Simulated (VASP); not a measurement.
# KBr (I4/mmm) in VASP: further runs, part 2 of 2

VASP 6.6.1. The steps go on from the part before.

### 3 Single point, PBE (strain +0.000 along x and y, +0.025 along z)

File INCAR:

```
SYSTEM = KBr
PREC = Accurate
ENCUT = 520
EDIFF = 1E-7
ISMEAR = 0
SIGMA = 0.05
LREAL = .False.
LASPH = .True.
NELM = 100
ALGO = Normal
ISIF = 2
LWAVE = .False.
LCHARG = .False.
GGA = PE
NBANDS = 15
```

File KPOINTS:

```
Automatic mesh
0
Gamma
  6 6 6
  0 0 0
```

File POSCAR:

```
KBr
1.0
    0.0000000000      3.2925000000      3.3748125000
    3.2925000000      0.0000000000      3.3748125000
    3.2925000000      3.2925000000      0.0000000000
K Br
1 1
Direct
    0.0000000000      0.0000000000      0.0000000000
    0.5000000000      0.5000000000      0.5000000000
```

Potentials or basis: VASP PAW PBE potentials, release 64 (K_sv, Br).

Command:

```
$ cat potpaw_PBE.64/K_sv/POTCAR potpaw_PBE.64/Br/POTCAR > POTCAR
$ mpirun -np 1 vasp_std > vasp.out
```

OUTCAR:

```text
SYSTEM = KBr
   PREC = Accurate
   ENCUT = 520
   EDIFF = 1E-7
   ISMEAR = 0
   LREAL = .False.
   LASPH = .True.
   NELM = 100
   ISIF = 2
   GGA = PE

 ion  position               nearest neighbor table
   1  0.000  0.000  0.000-   2 3.29   2 3.29   2 3.29   2 3.29
   2  0.500  0.500  0.500-   1 3.29   1 3.29   1 3.29   1 3.29

  LATTYP: Found a body centered tetragonal cell.
 ALAT       =     4.6562981541
 C/A-ratio  =     1.4495689014

  Lattice vectors:

 A1 = (  -3.2925000000,   0.0000000000,   3.3748125000)
 A2 = (   3.2925000000,   0.0000000000,   3.3748125000)
 A3 = (   0.0000000000,   3.2925000000,  -3.3748125000)

Analysis of symmetry for initial positions (statically):
=====================================================================
 Subroutine PRICEL returns:
 Original cell was already a primitive cell.

 Routine SETGRP: Setting up the symmetry group for a
 body centered tetragonal supercell.

 Subroutine GETGRP returns: Found 16 space group operations
 (whereof 16 operations were pure point group operations)
 out of a pool of 16 trial point group operations.

The static configuration has the point symmetry D_4h.

[... 176 lines left out ...]
      8      -1.8073      2.00000
      9       2.5749      0.00000
     10       5.6919      0.00000
     11       5.8402      0.00000
     12       5.8402      0.00000
     13       6.5506      0.00000
     14       6.6555      0.00000
[... 401 lines left out ...]
      2     -14.0698      2.00000
      3     -13.1584      2.00000
      4     -13.1328      2.00000
      5     -13.0663      2.00000
      6      -2.5930      2.00000
      7      -2.2300      2.00000
      8      -2.1074      2.00000
      9       4.4742      0.00000
     10       5.5585      0.00000
     11       7.0715      0.00000
     12       7.7220      0.00000
     13       7.9278      0.00000
     14       8.5896      0.00000
     15       9.1087      0.00000

 [... further k-points ...]

------------------------ aborting loop because EDIFF is reached ----------------------------------------

  FORCE on cell =-STRESS in cart. coord.  units (eV):
  Direction    XX          YY          ZZ          XY          YZ          ZX
  --------------------------------------------------------------------------------------
  -------------------------------------------------------------------------------------
  Total        0.3314134      0.3314134      0.0065566      0.0000000      0.0000000     -0.0000000
  in kB        7.2568709      7.2568709      0.1435673      0.0000000      0.0000000     -0.0000000
  external PRESSURE =       4.8857697 kB  Pullay stress =       0.0000000 kB

 VOLUME and BASIS-vectors are now :
 -----------------------------------------------------------------------------
  energy-cutoff  :      520.00
  volume of cell :       73.17
      direct lattice vectors                 reciprocal lattice vectors
     0.000000000  3.292500000  3.374812500    -0.151860289  0.151860289  0.148156379
     3.292500000  0.000000000  3.374812500     0.151860289 -0.151860289  0.148156379
     3.292500000  3.292500000  0.000000000     0.151860289  0.151860289 -0.148156379

 POSITION                                       TOTAL-FORCE (eV/Angst)
 -----------------------------------------------------------------------------------
      0.00000      0.00000      0.00000         0.000000     -0.000000      0.000000
      3.29250      3.29250      3.37481         0.000000      0.000000     -0.000000
 -----------------------------------------------------------------------------------
    total drift:                                0.000000      0.000000      0.000000

  FREE ENERGIE OF THE ION-ELECTRON SYSTEM (eV)
  ---------------------------------------------------
  free  energy   TOTEN  =        -6.2173931669 eV

  energy  without entropy=       -6.2173931668  energy(sigma->0) =       -6.21739317
```

OSZICAR:

```text
N       E                     dE             d eps       ncg     rms          rms(c)
DAV:   1     0.100611541433E+03    0.10061E+03   -0.68489E+03   900   0.938E+02
DAV:   2    -0.317718993959E+00   -0.10093E+03   -0.94389E+02  1133   0.232E+02
DAV:   3    -0.616828188026E+01   -0.58506E+01   -0.58223E+01  1257   0.495E+01
DAV:   4    -0.639294848885E+01   -0.22467E+00   -0.22461E+00  1302   0.820E+00
DAV:   5    -0.639468895259E+01   -0.17405E-02   -0.17404E-02  1278   0.837E-01    0.303E+00
DAV:   6    -0.621881365097E+01    0.17588E+00   -0.22320E-01  1124   0.224E+00    0.221E+00
DAV:   7    -0.620704047444E+01    0.11773E-01   -0.10947E-01  1222   0.176E+00    0.101E+00
DAV:   8    -0.621626522775E+01   -0.92248E-02   -0.12375E-02  1028   0.798E-01    0.116E-01
DAV:   9    -0.621707342041E+01   -0.80819E-03   -0.83996E-04  1222   0.177E-01    0.784E-02
DAV:  10    -0.621737484336E+01   -0.30142E-03   -0.30430E-04   935   0.101E-01    0.119E-02
DAV:  11    -0.621739103010E+01   -0.16187E-04   -0.26817E-05  1219   0.294E-02    0.567E-03
DAV:  12    -0.621739293727E+01   -0.19072E-05   -0.44008E-06   949   0.139E-02    0.178E-03
DAV:  13    -0.621739304913E+01   -0.11186E-06   -0.13424E-07  1255   0.196E-03    0.563E-04
DAV:  14    -0.621739317277E+01   -0.12364E-06   -0.44238E-08   793   0.126E-03    0.346E-04
DAV:  15    -0.621739316686E+01    0.59163E-08   -0.40544E-09   604   0.406E-04
   1 F= -.62173932E+01 E0= -.62173932E+01  d E =-.135547E-10
```

stdout:

```text
POSCAR found type information on POSCAR K Br
 POSCAR found :  2 types and       2 ions
 scaLAPACK will be used
 LDA part: xc-table for (Slater+PW92), standard interpolation
 POSCAR, INCAR and KPOINTS ok, starting setup
 FFT: planning ... GRIDC
 FFT: planning ... GRID_SOFT
 FFT: planning ... GRID
 WAVECAR not read
 entering main loop
```

It took 33 s on 1 thread of AMD EPYC 7R13, shared host; peak memory 0.18 GiB.

What came out:

```yaml
Free_energy: -6.2174 eV
Pressure: 0.5 GPa
Band_gap_on_the_k_mesh: 4.38 eV
```

Stress tensor (GPa, compression positive):
```
0.73 0.00 0.00
0.00 0.73 0.00
0.00 0.00 0.01
```

Caveat: the cell differs from its parent crystal (strain +0.000 along x and y, +0.025 along z).

### 4 Single point, PBE (strain +0.000 along x and y, +0.050 along z)

File INCAR:

```
PREC = Accurate
ENCUT = 520
EDIFF = 1E-6
ISMEAR = 0
SIGMA = 0.05
LREAL = F
LASPH = T
NELM = 80
ALGO = Normal
ISIF = 2
LWAVE = F
LCHARG = F
GGA = PE
NBANDS = 15
```

File KPOINTS:

```
Automatic mesh
0
Gamma
  6 6 6
```

File POSCAR:

```
KBr
1.0
    0.0000000000      3.2925000000      3.4571250000
    3.2925000000      0.0000000000      3.4571250000
    3.2925000000      3.2925000000      0.0000000000
K Br
1 1
Direct
    0.0000000000      0.0000000000      0.0000000000
    0.5000000000      0.5000000000      0.5000000000
```

Command:

```
$ cat potpaw_PBE.64/K_sv/POTCAR potpaw_PBE.64/Br/POTCAR > POTCAR
$ mpirun -np 1 vasp_std > vasp.out
```

Run time: 28 s. Hardware: 1 thread of AMD EPYC 7R13, shared host; peak memory 0.18 GiB.

It converged, with:

| Property | Result |
| --- | --- |
| Free energy | -6.2142 eV |
| Pressure | 0.2 GPa |
| Band gap on the k mesh | 4.32 eV |

Stress tensor (GPa, compression positive):
```
 0.59  0.00  0.00
 0.00  0.59  0.00
 0.00  0.00 -0.58
```

Levels at points of the mesh, in eV from the valence-band top:
```tsv
k point	band 4	band 5	band 6	band 7	band 8	band 9	band 10	band 11	band 12	band 13
(0.00, 0.00, 0.00)	-11.35	-11.35	-0.01	0.00	0.00	4.32	7.40	7.69	7.69	8.29
(0.50, 0.00, 0.00)	-11.35	-11.10	-1.11	-0.31	-0.31	6.49	8.06	9.64	9.66	9.76
(0.50, 0.50, 0.00)	-11.37	-11.37	-0.80	-0.24	-0.24	5.94	7.01	9.09	9.23	9.52
(0.50, 0.00, 0.50)	-11.38	-11.38	-0.76	-0.31	-0.28	5.89	7.06	9.33	9.36	9.54
```

Caveat: the cell differs from its parent crystal (strain +0.000 along x and y, +0.050 along z).

### 5 Single point, PBE (strain +0.025 along x and y, +0.000 along z)

File INCAR:

```
ALGO     = Normal         # electronic algorithm
EDIFF    = 1E-6           # SCF threshold, eV
ENCUT    = 520            # plane-wave cutoff, eV
GGA      = PE             # functional
ISIF     = 2              # what is computed and relaxed
ISMEAR   = 0              # smearing method
LASPH    = T              # aspherical terms in the spheres
LCHARG   = F              # write CHGCAR
LREAL    = F              # projectors in reciprocal space
LWAVE    = F              # write WAVECAR
NBANDS   = 15             # bands
NELM     = 100            # most SCF steps
PREC     = Accurate       # precision mode
SIGMA    = 0.05           # smearing width, eV
```

File KPOINTS:

```
k-points
0
Gamma
  6 6 6
```

File POSCAR:

```
KBr
1.0
    0.0000000000      3.3748125000      3.2925000000
    3.3748125000      0.0000000000      3.2925000000
    3.3748125000      3.3748125000      0.0000000000
K Br
1 1
Direct
    0.0000000000      0.0000000000      0.0000000000
    0.5000000000      0.5000000000      0.5000000000
```

Command:

```
$ cat potpaw_PBE.64/K_sv/POTCAR potpaw_PBE.64/Br/POTCAR > POTCAR
$ mpirun -np 1 vasp_std > vasp.out
```

Wall time 31 s (1 thread of AMD EPYC 7R13, shared host); peak memory 0.18 GiB.

The run converged. Its results:

| Item | Value |
| --- | --- |
| Free energy | -6.2208 eV |
| Pressure | 0.1 GPa |
| Band gap on the k mesh | 4.32 eV |

Stress tensor (GPa, compression positive):
```
-0.10  0.00  0.00
 0.00 -0.10  0.00
 0.00  0.00  0.58
```

Levels at points of the mesh, in eV from the valence-band top:
```tsv
k point	band 5	band 6	band 7	band 8	band 9	band 10	band 11	band 12
(0.00, 0.00, 0.00)	-11.35	-0.01	-0.01	0.00	4.32	7.54	7.54	7.69
(0.50, 0.00, 0.00)	-11.12	-1.10	-0.31	-0.30	6.49	8.06	9.64	9.65
(0.50, 0.50, 0.00)	-11.39	-0.75	-0.30	-0.30	5.88	7.06	9.33	9.36
(0.50, 0.00, 0.50)	-11.38	-0.78	-0.27	-0.26	5.91	7.03	9.22	9.27
```

Caveat: the cell differs from its parent crystal (strain +0.025 along x and y, +0.000 along z).

### 6 Overview

| cell | gap on the mesh (eV) | pressure (GPa) |
| --- | --- | --- |
| a = 4.598, b = 4.598, c = 4.656 Å, angles 59.6, 59.6, 60.8°, 2 atoms | 4.51 | 1.4 |
| a = 4.715, b = 4.715, c = 4.656 Å, angles 60.4, 60.4, 59.2°, 2 atoms | 4.38 | 0.5 |
| a = 4.774, b = 4.774, c = 4.656 Å, angles 60.8, 60.8, 58.4°, 2 atoms | 4.32 | 0.2 |
| a = 4.715, b = 4.715, c = 4.773 Å, angles 59.6, 59.6, 60.8°, 2 atoms | 4.32 | 0.1 |

Alike in all rows: task single point; level PBE; potentials or basis VASP PAW PBE potentials, release 64 (K_sv, Br); no spin polarisation; k mesh 6 × 6 × 6; cutoff (eV) 520; smearing gaussian 0.05 eV.

Total energies depend on the potentials used, so only differences within one code and one set of settings carry meaning.
